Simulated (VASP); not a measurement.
# MoS2 (C2/m) in VASP: a series of runs, part 2 of 2

VASP 6.6.1.

**3. Single point, PBEsol+D3(BJ) (the part above a cut slid along it)**

File INCAR:

```
SYSTEM = MoS2
ALGO = Fast
EDIFF = 1E-6
ENCUT = 520
GGA = PS
ISIF = 2
ISMEAR = 0
IVDW = 12
LASPH = .TRUE.
LCHARG = .FALSE.
LREAL = .FALSE.
LWAVE = .FALSE.
NBANDS = 49
NELM = 60
PREC = Accurate
SIGMA = 0.15
```

File KPOINTS:

```
k-points
0
G
  14 14 3
  0 0 0
```

File POSCAR:

```
MoS2
1.0
   -3.0798097231      0.0000000000      0.0000000000
   -1.5399048616     -2.6671934590      0.0000000000
   -4.1577431263     -2.4004741131     20.1911508765
Mo S
3 6
Direct
    0.5374936981      0.5374936981      0.1435255206
    0.3540317983     -0.6459682017      0.7177424464
   -0.0542372518     -0.0542372518      0.4306339835
   -0.0510542392     -0.0510542392      0.7974676732
    0.5406767108     -0.4593232892      0.5103592103
    0.1324076607      0.1324076607      0.2232507474
    0.3508487856      0.3508487856      0.3509087567
    0.9425797356     -0.0574202644      0.0638002938
   -0.2408821643     -0.2408821643      0.6380172196
```

Potentials or basis: VASP PAW PBE potentials, release 64 (Mo_sv, S).

Run with:

```sh
$ cat potpaw_PBE.64/Mo_sv/POTCAR potpaw_PBE.64/S/POTCAR > POTCAR
$ mpirun -np 1 vasp_std > vasp.out
```

OUTCAR:

```text
SYSTEM = MoS2
   EDIFF = 1E-6
   ENCUT = 520
   GGA = PS
   ISIF = 2
   ISMEAR = 0
   IVDW = 12
   LASPH = .TRUE.
   LREAL = .FALSE.
   NELM = 60
   PREC = Accurate
 IVDW          = 12

 ion  position               nearest neighbor table
   1  0.537  0.537  0.144-   6 2.40   8 2.40   8 2.40   6 2.40   6 2.40   8 2.40
   2  0.354  0.354  0.718-   9 2.40   4 2.40   4 2.40   9 2.40   9 2.40   4 2.40
   3  0.946  0.946  0.431-   7 2.40   5 2.40   5 2.40   7 2.40   5 2.40   7 2.40
   4  0.949  0.949  0.797-   2 2.40   2 2.40   2 2.40
   5  0.541  0.541  0.510-   3 2.40   3 2.40   3 2.40
   6  0.132  0.132  0.223-   1 2.40   1 2.40   1 2.40
   7  0.351  0.351  0.351-   3 2.40   3 2.40   3 2.40
   8  0.943  0.943  0.064-   1 2.40   1 2.40   1 2.40
   9  0.759  0.759  0.638-   2 2.40   2 2.40   2 2.40

  LATTYP: Found a base centered monoclinic cell.
 ALAT       =     5.3343869181
 B/A-ratio  =     0.5773502692
 C/A-ratio  =     3.7864137961
 COS(beta)  =    -0.0264102144

  Lattice vectors:

 A1 = (  -3.0798097231,   0.0000000000,   0.0000000000)
 A2 = (  -1.5399048616,  -2.6671934590,   0.0000000000)
 A3 = (   0.4619714584,   0.2667193459,  20.1911508765)

Analysis of symmetry for initial positions (statically):
=====================================================================
 Subroutine PRICEL returns:
 Original cell was already a primitive cell.

 Routine SETGRP: Setting up the symmetry group for a
 base centered monoclinic supercell.

 Subroutine GETGRP returns: Found  4 space group operations
 (whereof  2 operations were pure point group operations)
 out of a pool of  4 trial point group operations.

The static configuration has the point symmetry C_1h.
 The point group associated with its full space group is C_2h.

Analysis of symmetry for dynamics (positions and initial velocities):
[... 151 lines left out ...]
   GGA     = PS    functional components
   LHFCALC =     F    Hartree Fock is set to
   AEXX    =    0.0000 exact exchange contribution
   IVDW    =    12    specifies the selected vdW correction
   LEPSILON=     F    determine dielectric tensor
   LRPA    =     F    only Hartree local field effects (RPA)
 non-spin polarized calculation
 RMM-DIIS sequential band-by-band and
 Gauss-broadening in eV      SIGMA  =   0.15
  energy-cutoff  :      520.00
  volume of cell :      165.86
 maximum number of plane-waves:      4492
   NGX = 11   NGY = 11   NGZ = 77

 number of electron      78.0000001 magnetization

 Free energy of the ion-electron system (eV)
  ---------------------------------------------------
  ext. energy  EPLUGINS =         0.00000000
  ---------------------------------------------------
  free energy    TOTEN  =       -67.79207530 eV

  energy without entropy =      -67.77212924  energy(sigma->0) =      -67.78210227

 E-fermi :   7.1537     XC(G=0): -10.4971

 val. band max:        7.0485996213   @ k =   0.3571   0.2143   0.0000
 cond. band min:       7.1587195264   @ k =   0.2857   0.1429   0.0000
 fundamental gap:      0.1101199051
 Fermi energy:         7.1537221328

 k-point     1 :       0.0000    0.0000    0.0000
  band No.  band energies     occupation
      1     -54.3646      2.00000
      2     -54.3646      2.00000
      3     -54.3143      2.00000
      4     -28.5385      2.00000
      5     -28.5385      2.00000
      6     -28.4957      2.00000
[... 1237 lines left out ...]
     48      10.0901      0.00000
     49      10.4630      0.00000

 [... further k-points ...]

------------------------ aborting loop because EDIFF is reached ----------------------------------------

 Edisp (eV)   -3.33246

 E8    (eV) :    -2.1004

  FORCE on cell =-STRESS in cart. coord.  units (eV):
  Direction    XX          YY          ZZ          XY          YZ          ZX
  --------------------------------------------------------------------------------------
  -------------------------------------------------------------------------------------
  Total       0.09271     0.09268     0.00093     0.00003    -0.00026    -0.00045
  in kB       0.89561     0.89528     0.00894     0.00029    -0.00251    -0.00435
  external pressure =        0.60 kB  Pullay stress =        0.00 kB

 VOLUME and BASIS-vectors are now :
 -----------------------------------------------------------------------------
  energy-cutoff  :      520.00
  volume of cell :      165.86
      direct lattice vectors                 reciprocal lattice vectors
    -3.079809723  0.000000000  0.000000000    -0.324695384  0.187462967 -0.044573982
    -1.539904862 -2.667193459  0.000000000     0.000000000 -0.374925934 -0.044573982
    -4.157743126 -2.400474113 20.191150877     0.000000000  0.000000000  0.049526647

 POSITION                                       TOTAL-FORCE (eV/Angst)
 -----------------------------------------------------------------------------------
     -3.07981     -1.77813      2.89795         0.000002      0.000001     -0.050129
     -4.61971     -2.66719     14.49205        -0.000002     -0.000001      0.050129
     -6.15962     -3.55626      8.69500        -0.000000      0.000000      0.000000
     -7.69952     -4.44532     16.10179         0.000050      0.000029      0.096707
     -4.61971     -2.66719     10.30474         0.000029      0.000017      0.019605
     -1.53990     -0.88906      4.50769        -0.000032     -0.000019      0.086205
     -3.07981     -1.77813      7.08525        -0.000029     -0.000017     -0.019605
     -4.61971     -2.66719      1.28820        -0.000050     -0.000029     -0.096707
     -6.15962     -3.55626     12.88230         0.000032      0.000019     -0.086205
 -----------------------------------------------------------------------------------
    total drift:                                0.000013      0.000008     -0.000078

  FREE ENERGIE OF THE ION-ELECTRON SYSTEM (eV)
  ---------------------------------------------------
  free  energy   TOTEN  =       -71.1245318780 eV

  energy  without entropy=      -71.1045858182  energy(sigma->0) =      -71.11455885
```

OSZICAR:

```text
N       E                     dE             d eps       ncg     rms          rms(c)
DAV:   1     0.714100323321E+03    0.71410E+03   -0.43622E+04 17228   0.151E+03
DAV:   2    -0.293203607547E+02   -0.74342E+03   -0.72003E+03 18988   0.394E+02
DAV:   3    -0.707134827327E+02   -0.41393E+02   -0.39975E+02 19916   0.829E+01
DAV:   4    -0.719543218150E+02   -0.12408E+01   -0.12291E+01 19556   0.139E+01
DAV:   5    -0.719951662661E+02   -0.40844E-01   -0.40791E-01 20916   0.243E+00    0.453E+01
RMM:   6    -0.689923003161E+02    0.30029E+01   -0.20455E+01 16633   0.178E+01    0.158E+01
RMM:   7    -0.683514025243E+02    0.64090E+00   -0.57554E+00 16105   0.901E+00    0.114E+01
RMM:   8    -0.678208534201E+02    0.53055E+00   -0.23435E+00 16694   0.671E+00    0.221E+00
RMM:   9    -0.679331779935E+02   -0.11232E+00   -0.58282E-01 20795   0.259E+00    0.227E+00
RMM:  10    -0.677952004789E+02    0.13798E+00   -0.12276E-01 18230   0.127E+00    0.891E-01
RMM:  11    -0.677910466926E+02    0.41538E-02   -0.43700E-02 18605   0.823E-01    0.206E-01
RMM:  12    -0.677917763083E+02   -0.72962E-03   -0.94347E-03 21350   0.351E-01    0.107E-01
RMM:  13    -0.677919753215E+02   -0.19901E-03   -0.16944E-03 22064   0.127E-01    0.550E-02
RMM:  14    -0.677920676818E+02   -0.92360E-04   -0.37578E-04 21122   0.612E-02    0.552E-02
RMM:  15    -0.677920651360E+02    0.25458E-05   -0.13363E-04 20860   0.390E-02    0.211E-02
RMM:  16    -0.677920722798E+02   -0.71439E-05   -0.37330E-05 19444   0.198E-02    0.859E-03
RMM:  17    -0.677920749701E+02   -0.26903E-05   -0.14163E-05 17961   0.116E-02    0.349E-03
RMM:  18    -0.677920753000E+02   -0.32988E-06   -0.32625E-06 14319   0.494E-03
   1 F= -.71124532E+02 E0= -.71114559E+02  d E =-.199461E-01
```

Wall time 48 min (1 thread of Oxide Virtual Turin-like, shared host); peak memory 0.94 GiB.

What came out:

```
Free energy                : -71.1245 eV
Pressure                   : 0.1 GPa
Largest force              : 0.097 eV/Å
Band gap on the k mesh     : zero (bands 39 and 40 overlap by 0.44 eV)
Dispersion energy per atom : -0.370 eV
```

Forces on the atoms (eV/Å):
```
Mo   0.000  0.000 -0.050
Mo   0.000  0.000  0.050
Mo   0.000  0.000  0.000
S    0.000  0.000  0.097
S    0.000  0.000  0.020
S    0.000  0.000  0.086
S    0.000  0.000 -0.020
S    0.000  0.000 -0.097
S    0.000  0.000 -0.086
```

Levels at points of the mesh, in eV from the Fermi level:
| k point | band 37 | band 38 | band 39 | band 40 | band 41 | band 42 |
| --- | --- | --- | --- | --- | --- | --- |
| (0.00, 0.00, 0.00) | -0.70 | -0.53 | -0.12 | 0.07 | 0.07 | 0.18 |
| (0.50, 0.00, 0.00) | -1.57 | -1.36 | -1.15 | 1.62 | 1.62 | 1.67 |
| (0.50, 0.50, 0.00) | -1.57 | -1.36 | -1.15 | 1.62 | 1.62 | 1.67 |

Caveat: the cell differs from its parent crystal (the part above a cut slid along it); the PAW data sets were made with another functional, which shifts forces and pressure a little.

The gap in the log of VASP goes by the Fermi energy; the results here count the filled bands.